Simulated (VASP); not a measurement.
Runs of VASP 6.6.1 on Al2Cu. The structure is that of space group Pmm2 (No. 25), or close to it. The cells are those of the table. 

```csv
cell,further INCAR settings,gap on the mesh (eV),pressure (GPa),largest force (eV/Å)
"a = 4.066, b = 4.066, c = 2.885 Å, 3 atoms",ALGO = Fast; EDIFF = 1e-07; NBANDS = 16,none,4.4,1.85
"a = 4.121, b = 4.121, c = 2.885 Å, 3 atoms",ALGO = Fast; EDIFF = 1e-06; NBANDS = 16,none,1.6,1.69
"a = 3.956, b = 3.956, c = 2.885 Å, 3 atoms",ALGO = Fast; EDIFF = 1e-07; NBANDS = 16,none,10.2,1.64
"a = 4.176, b = 4.176, c = 2.885 Å, 3 atoms",ALGO = Fast; EDIFF = 1e-06; NBANDS = 16,none,(a),1.13
"a = 4.231, b = 4.231, c = 2.885 Å, 3 atoms",ALGO = Fast; EDIFF = 1e-06; NBANDS = 16,none,-3.2,(b)
"a = 4.011, b = 4.011, c = 2.885 Å, 3 atoms",ALGO = Fast; EDIFF = 1e-06; NBANDS = 16,none,7.2,1.50
"a = 3.956, b = 3.956, c = 2.885 Å, 3 atoms",ALGO = Fast; EDIFF = 1e-06; NBANDS = 16,none,11.6,2.21
```

Alike in all rows: task single point; level PBE; potentials or basis VASP PAW PBE potentials, release 64 (Al, Cu); no spin polarisation; k mesh 10 × 10 × 14; cutoff (eV) 520; smearing gaussian 0.15 eV.

Q: Fill in the values left out.

A: (a) -1.5; (b) 1.02.

Caveats: forces of over 1 eV/Å act on the atoms, so gaps and moduli don't describe the material at rest.

A gap of «none» marks levels without a gap at the run's occupations.
